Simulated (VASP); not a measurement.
A run of VASP 6.6.1 is set up as follows.

File INCAR:

```
ALGO = Fast
EDIFF = 1E-7
ENCUT = 520
GGA = PS
ISIF = 2
ISMEAR = 0
LASPH = T
LCHARG = T
LELF = T
LREAL = F
LVHAR = T
LWAVE = F
NBANDS = 40
NELM = 100
PREC = Accurate
SIGMA = 0.15
```

The input KPOINTS:

```
k-points
0
Gamma
  8 8 10
```

Contents of POSCAR:

```
Al3Ni5
1.0
    3.2933322733     -3.6919375996      0.0000000000
    3.2933322733      3.6919375996      0.0000000000
    0.0000000000      0.0000000000      3.6273457046
Al Ni
3 5
Direct
    0.5000000000      0.5000000000      0.0000000000
    0.7796888788      0.2203111212      0.5000000000
    0.2203111212      0.7796888788      0.5000000000
    0.0000000000      0.0000000000      0.0000000000
    0.0000000000      0.5000000000      0.0000000000
    0.5000000000      0.0000000000      0.0000000000
    0.2762373070      0.2762373070      0.5000000000
    0.7237626930      0.7237626930      0.5000000000
```

Potentials or basis: VASP PAW PBE potentials, release 64 (Al, Ni).

The run is started by

```sh
$ cat potpaw_PBE.64/Al/POTCAR potpaw_PBE.64/Ni/POTCAR > POTCAR
$ mpirun -np 1 vasp_std > vasp.out
```

Question: What does it give for the largest force?

Answer: 0.130 eV/Å.

Question: Estimate the pressure.

Answer: 5.3 GPa.

Stress tensor (GPa, compression positive):
```
4.31 0.00 0.00
0.00 3.47 0.00
0.00 0.00 8.13
```

Caveat: the cell differs from its parent crystal (strain +0.000 along x and y, -0.025 along z); the PAW data sets were made with another functional, which shifts forces and pressure a little. Spin polarisation is off, so any magnetic state and its effect on volume and gap are missing.
